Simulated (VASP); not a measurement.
# MgO (Periclase) (Fm-3m) in VASP: further runs, part 2 of 3

VASP 6.6.1.

## (3) Single point, PBEsol

This run uses another cell than the first one, of 8.33 Å³/atom, 0.998 times its volume.

INCAR

```
PREC = Accurate
ENCUT = 600
EDIFF = 1E-6
ISMEAR = 0
SIGMA = 0.1
LREAL = F
LASPH = T
NELM = 120
ALGO = Normal
ISIF = 2
LWAVE = F
LCHARG = F
GGA = PS
NBANDS = 11
GGA_COMPAT = F
```

KPOINTS

```
regular mesh
0
Gamma
  8 8 8
```

POSCAR

```
MgO
1.0
    0.0000000000      2.0272248138      2.0272248138
    2.0272248138      0.0000000000      2.0272248138
    2.0272248138      2.0272248138      0.0000000000
Mg O
1 1
Direct
    0.0000000000      0.0000000000      0.0000000000
    0.5000000000      0.5000000000      0.5000000000
```

Potentials or basis: VASP PAW PBE potentials, release 64 (Mg, O).

On the command line:

```console
> cat potpaw_PBE.64/Mg/POTCAR potpaw_PBE.64/O/POTCAR > POTCAR
> mpirun -np 1 vasp_std > vasp.out
```

OUTCAR:

```text
PREC = Accurate
   ENCUT = 600
   EDIFF = 1E-6
   ISMEAR = 0
   LREAL = F
   LASPH = T
   NELM = 120
   ISIF = 2
   GGA = PS

 ion  position               nearest neighbor table
   1  0.000  0.000  0.000-   2 2.03   2 2.03   2 2.03   2 2.03   2 2.03   2 2.03
   2  0.500  0.500  0.500-   1 2.03   1 2.03   1 2.03   1 2.03   1 2.03   1 2.03

  LATTYP: Found a face centered cubic cell.
 ALAT       =     4.0544496276

  Lattice vectors:

 A1 = (   0.0000000000,   2.0272248138,   2.0272248138)
 A2 = (   2.0272248138,   0.0000000000,   2.0272248138)
 A3 = (   2.0272248138,   2.0272248138,   0.0000000000)

Analysis of symmetry for initial positions (statically):
[... 6 lines left out ...]

 Subroutine GETGRP returns: Found 48 space group operations
 (whereof 48 operations were pure point group operations)
 out of a pool of 48 trial point group operations.

The static configuration has the point symmetry O_h .

Analysis of symmetry for dynamics (positions and initial velocities):
[... 6 lines left out ...]

 Subroutine GETGRP returns: Found 48 space group operations
 (whereof 48 operations were pure point group operations)
 out of a pool of 48 trial point group operations.

The dynamic configuration has the point symmetry O_h .

 Subroutine INISYM returns: Found 48 space group operations
 (whereof 48 operations are pure point group operations),
 and found     1 'primitive' translations

----------------------------------------------------------------------------------------

                                     Primitive cell

  volume of cell :      16.6623

  direct lattice vectors                    reciprocal lattice vectors
     0.000000000  2.027224814  2.027224814    -0.246642601  0.246642601  0.246642601
     2.027224814  0.000000000  2.027224814     0.246642601 -0.246642601  0.246642601
     2.027224814  2.027224814  0.000000000     0.246642601  0.246642601 -0.246642601

  length of vectors
     2.866928826  2.866928826  2.866928826     0.427197515  0.427197515  0.427197515

  position of ions in fractional coordinates (direct lattice)
[... 100 lines left out ...]
  volume/ion in A,a.u.               =       8.33        56.22
  Fermi-wavevector in a.u.,A,eV,Ry     =   1.281916  2.422470 22.358573  1.643309
  Thomas-Fermi vector in A             =   2.414258
   LORBIT       =      0    0 simple, 1 ext, 2 COOP (PROOUT), +10 PAW based schemes
   GGA     = PS    functional components
   LHFCALC =     F    Hartree Fock is set to
   AEXX    =    0.0000 exact exchange contribution
   IVDW    =     0    specifies the selected vdW correction
   LEPSILON=     F    determine dielectric tensor
   LRPA    =     F    only Hartree local field effects (RPA)
 non-spin polarized calculation
 Gauss-broadening in eV      SIGMA  =   0.10
  energy-cutoff  :      600.00
  volume of cell :       16.66
 maximum number of plane-waves:       568
   NGX = 11   NGY = 11   NGZ = 11

 number of electron       7.9999998 magnetization

 Free energy of the ion-electron system (eV)
  ---------------------------------------------------
  ext. energy  EPLUGINS =         0.00000000
  ---------------------------------------------------
  free energy    TOTEN  =       -12.38401327 eV

  energy without entropy =      -12.38401327  energy(sigma->0) =      -12.38401327

 E-fermi :   4.3852     XC(G=0): -11.8761

 val. band max:        3.9808145754   @ k =   0.0000   0.0000   0.0000
 cond. band min:       9.8047544607   @ k =   0.0000   0.0000   0.0000
 fundamental gap:      5.8239398853
 Fermi energy:         4.3851717952

 k-point     1 :       0.0000    0.0000    0.0000
  band No.  band energies     occupation
      1     -13.8608      2.00000
      2       3.9808      2.00000
      3       3.9808      2.00000
      4       3.9808      2.00000
      5       9.8048      0.00000
      6      20.2427      0.00000
      7      20.2427      0.00000
      8      20.2427      0.00000
      9      24.3983      0.00000
     10      26.4228      0.00000
     11      26.4228      0.00000
[... 309 lines left out ...]
 k-point    24 :      -0.3750    0.2500    0.1250
  band No.  band energies     occupation
      1     -12.0453      2.00000
      2      -0.5524      2.00000
      3       1.7401      2.00000
      4       2.8127      2.00000
      5      14.3337      0.00000
      6      17.1030      0.00000
      7      18.6885      0.00000
      8      22.1937      0.00000
      9      25.7405      0.00000
     10      27.4718      0.00000
     11      31.9000      0.00000

 [... further k-points ...]
[... 5 lines left out ...]
  --------------------------------------------------------------------------------------
  -------------------------------------------------------------------------------------
  Total        2.3592124      2.3592124      2.3592124     -0.0000000      0.0000000      0.0000000
  in kB      226.8516245    226.8516245    226.8516245     -0.0000000      0.0000000      0.0000000
  external PRESSURE =     226.8516245 kB  Pullay stress =       0.0000000 kB

 VOLUME and BASIS-vectors are now :
 -----------------------------------------------------------------------------
  energy-cutoff  :      600.00
  volume of cell :       16.66
      direct lattice vectors                 reciprocal lattice vectors
     0.000000000  2.027224814  2.027224814    -0.246642601  0.246642601  0.246642601
     2.027224814  0.000000000  2.027224814     0.246642601 -0.246642601  0.246642601
     2.027224814  2.027224814  0.000000000     0.246642601  0.246642601 -0.246642601

 POSITION                                       TOTAL-FORCE (eV/Angst)
 -----------------------------------------------------------------------------------
      0.00000      0.00000      0.00000         0.000000      0.000000     -0.000000
      2.02722      2.02722      2.02722        -0.000000     -0.000000      0.000000
 -----------------------------------------------------------------------------------
    total drift:                               -0.000000     -0.000000      0.000000

  FREE ENERGIE OF THE ION-ELECTRON SYSTEM (eV)
  ---------------------------------------------------
  free  energy   TOTEN  =       -12.3840132726 eV

  energy  without entropy=      -12.3840132726  energy(sigma->0) =      -12.38401327
```

OSZICAR:

```text
N       E                     dE             d eps       ncg     rms          rms(c)
DAV:   1     0.189785620592E+02    0.18979E+02   -0.50655E+03   718   0.734E+02
DAV:   2    -0.131091090931E+02   -0.32088E+02   -0.31000E+02   718   0.154E+02
DAV:   3    -0.138168364330E+02   -0.70773E+00   -0.70719E+00   761   0.200E+01
DAV:   4    -0.138184466484E+02   -0.16102E-02   -0.16102E-02   692   0.106E+00
DAV:   5    -0.138184515256E+02   -0.48772E-05   -0.48771E-05   749   0.573E-02    0.684E+00
DAV:   6    -0.124178958443E+02    0.14006E+01   -0.70806E+00   662   0.152E+01    0.205E+00
DAV:   7    -0.123970516553E+02    0.20844E-01   -0.54980E-02   710   0.197E+00    0.129E+00
DAV:   8    -0.123842771874E+02    0.12774E-01   -0.16903E-02   668   0.155E+00    0.185E-01
DAV:   9    -0.123840555068E+02    0.22168E-03   -0.31797E-04   728   0.123E-01    0.113E-01
DAV:  10    -0.123840115412E+02    0.43966E-04   -0.35470E-04   707   0.138E-01    0.426E-03
DAV:  11    -0.123840130781E+02   -0.15368E-05   -0.15308E-06   680   0.114E-02    0.296E-03
DAV:  12    -0.123840132726E+02   -0.19457E-06   -0.10854E-07   376   0.288E-03
   1 F= -.12384013E+02 E0= -.12384013E+02  d E =-.262040E-10
```

Wall time 5.3 s (1 thread of Intel Xeon 6455B, shared host); peak memory 0.14 GiB.

Results:

```
Free energy            : -12.3840 eV
Pressure               : 22.7 GPa
Band gap on the k mesh : 5.82 eV, direct
```

Levels at points of the mesh, in eV from the valence-band top:
```csv
k point,band 1,band 2,band 3,band 4,band 5,band 6,band 7,band 8,band 9
"(0.00, 0.00, 0.00)",-17.84,0.00,0.00,0.00,5.82,16.26,16.26,16.26,20.42
"(0.50, 0.00, 0.00)",-16.21,-5.22,-0.81,-0.81,8.49,13.82,17.38,17.38,22.56
"(0.50, 0.50, 0.00)",-15.91,-4.64,-1.53,-1.53,9.02,11.17,14.23,20.65,20.65
```

Caveat: the PAW data sets were made with another functional, which shifts forces and pressure a little.

## (4) Single point, PBEsol

This run uses another cell than the first one, of 8.33 Å³/atom, 0.998 times its volume.

INCAR

```
SYSTEM = MgO
PREC     = Accurate       ! precision mode
ENCUT    = 600            ! plane-wave cutoff, eV
EDIFF    = 1E-6           ! SCF threshold, eV
ISMEAR   = 0              ! smearing method
SIGMA    = 0.01           ! smearing width, eV
LREAL    = .FALSE.        ! projectors in reciprocal space
LASPH    = .TRUE.         ! aspherical terms in the spheres
NELM     = 120            ! most SCF steps
ALGO     = Normal         ! electronic algorithm
ISIF     = 2              ! what is computed and relaxed
LWAVE    = .FALSE.        ! write WAVECAR
LCHARG   = .FALSE.        ! write CHGCAR
GGA      = PS             ! functional
NBANDS   = 11             ! bands
GGA_COMPAT= .FALSE.
```

KPOINTS

```
Automatic mesh
0
G
  10 10 10
  0 0 0
```

POSCAR

```
MgO
1.0
    0.0000000000      2.0272003669      2.0272003669
    2.0272003669      0.0000000000      2.0272003669
    2.0272003669      2.0272003669      0.0000000000
Mg O
1 1
Direct
    0.0000000000      0.0000000000      0.0000000000
    0.5000000000      0.5000000000      0.5000000000
```

Potentials or basis: VASP PAW PBE potentials, release 64 (Mg, O).

On the command line:

```console
> cat potpaw_PBE.64/Mg/POTCAR potpaw_PBE.64/O/POTCAR > POTCAR
> mpirun -np 1 vasp_std > vasp.out
```

OUTCAR:

```text
SYSTEM = MgO
   PREC = Accurate
   ENCUT = 600
   EDIFF = 1E-6
   ISMEAR = 0
   LREAL = .FALSE.
   LASPH = .TRUE.
   NELM = 120
   ISIF = 2
   GGA = PS

 ion  position               nearest neighbor table
   1  0.000  0.000  0.000-   2 2.03   2 2.03   2 2.03   2 2.03   2 2.03   2 2.03
   2  0.500  0.500  0.500-   1 2.03   1 2.03   1 2.03   1 2.03   1 2.03   1 2.03

  LATTYP: Found a face centered cubic cell.
 ALAT       =     4.0544007338

  Lattice vectors:

 A1 = (   0.0000000000,   2.0272003669,   2.0272003669)
 A2 = (   2.0272003669,   0.0000000000,   2.0272003669)
 A3 = (   2.0272003669,   2.0272003669,   0.0000000000)
[... 513 lines left out ...]
      8      23.5647      0.00000
      9      23.7936      0.00000
     10      30.1716      0.00000
     11      33.2596      0.00000

 [... further k-points ...]
[... 5 lines left out ...]
  --------------------------------------------------------------------------------------
  -------------------------------------------------------------------------------------
  Total        2.3601943      2.3601943      2.3601943      0.0000000      0.0000000      0.0000000
  in kB      226.9542454    226.9542454    226.9542454      0.0000000      0.0000000      0.0000000
  external PRESSURE =     226.9542454 kB  Pullay stress =       0.0000000 kB

 VOLUME and BASIS-vectors are now :
 -----------------------------------------------------------------------------
  energy-cutoff  :      600.00
  volume of cell :       16.66
      direct lattice vectors                 reciprocal lattice vectors
     0.000000000  2.027200367  2.027200367    -0.246645575  0.246645575  0.246645575
     2.027200367  0.000000000  2.027200367     0.246645575 -0.246645575  0.246645575
     2.027200367  2.027200367  0.000000000     0.246645575  0.246645575 -0.246645575

 POSITION                                       TOTAL-FORCE (eV/Angst)
 -----------------------------------------------------------------------------------
      0.00000      0.00000      0.00000        -0.000000     -0.000000     -0.000000
      2.02720      2.02720      2.02720         0.000000      0.000000      0.000000
 -----------------------------------------------------------------------------------
    total drift:                               -0.000000     -0.000000      0.000000

  FREE ENERGIE OF THE ION-ELECTRON SYSTEM (eV)
  ---------------------------------------------------
  free  energy   TOTEN  =       -12.3839184757 eV

  energy  without entropy=      -12.3839184757  energy(sigma->0) =      -12.38391848
```

Wall time 7.4 s (1 thread of Intel Xeon 6455B, shared host); peak memory 0.15 GiB.

Results:

* Free energy: -12.3839 eV
* Pressure: 22.7 GPa
* Band gap on the k mesh: 5.82 eV, direct

Caveat: the PAW data sets were made with another functional, which shifts forces and pressure a little.

## (5) Single point, PBEsol

This run uses another cell than the first one, of 8.33 Å³/atom, 0.998 times its volume.

INCAR

```
  ALGO = Normal
  EDIFF = 1E-6
  ENCUT = 600
  GGA = PS
  GGA_COMPAT = False
  ISIF = 2
  ISMEAR = 0
  LASPH = True
  LCHARG = True
  LELF = True
  LREAL = False
  LVHAR = True
  LWAVE = False
  NBANDS = 11
  NELM = 120
  PREC = Accurate
  SIGMA = 0.02
```

KPOINTS

```
k-points
0
Gamma
  10 10 10
```

POSCAR is that of step 4.

On the command line:

```console
> cat potpaw_PBE.64/Mg/POTCAR potpaw_PBE.64/O/POTCAR > POTCAR
> mpirun -np 1 vasp_std > vasp.out
```

It took 8.4 s on 1 thread of Intel Xeon 6455B, shared host; peak memory 0.14 GiB.

It converged, with:

* Free energy: -12.3839 eV
* Pressure: 22.7 GPa
* Band gap on the k mesh: 5.82 eV, direct

Levels at points of the mesh, in eV from the valence-band top:
| k point | band 2 | band 3 | band 4 | band 5 | band 6 | band 7 |
| --- | --- | --- | --- | --- | --- | --- |
| (0.00, 0.00, 0.00) | 0.00 | 0.00 | 0.00 | 5.82 | 16.26 | 16.26 |
| (0.50, 0.00, 0.00) | -5.22 | -0.81 | -0.81 | 8.49 | 13.82 | 17.38 |
| (0.50, 0.50, 0.00) | -4.64 | -1.53 | -1.53 | 9.02 | 11.17 | 14.23 |

Caveat: the PAW data sets were made with another functional, which shifts forces and pressure a little.

(Part 2 of 3 ends here.)
